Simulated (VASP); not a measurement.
Lu, 1 atom in the cell. The structure is cubic, space group Pm-3m (No. 221). Conventional cell: a = 2.997 Å, b = 2.997 Å, c = 2.997 Å, α = 90.00°, β = 90.00°, γ = 90.00°. Within 3.9 Å of Lu (site symmetry m-3m) lie 6 Lu at 3.00 Å. This isn't the form of Lu at room conditions, which is hcp.

```yaml
Program: VASP 6.6.1
Task: single point
Functional: PBEsol
Potentials_or_basis: VASP PAW PBE potentials, release 64 (Lu)
Cutoff: 520 eV
k_mesh: 11 × 11 × 11
Occupations: fermi-dirac, width 0.1 eV
Spin: no spin polarisation
Dipole_correction: no
Further_INCAR_settings: ALGO = Normal; EDIFF = 1e-06; NBANDS = 18
```

Potentials or basis: VASP PAW PBE potentials, release 64 (Lu).

Launch:

```sh
$ cat potpaw_PBE.64/Lu/POTCAR > POTCAR
$ mpirun -np 1 vasp_std > vasp.out
```

Hardware: 1 thread of AMD EPYC 9R45 96-Core Processor (Zen 5), with other jobs on the host.

**Question.** How long does it take, and how much memory?

**Answer.** Run time: 11 s on 1 thread of AMD EPYC 9R45 96-Core Processor (Zen 5) (shared host), peak memory 0.13 GiB. Counts: scf iterations 11, k points 56.
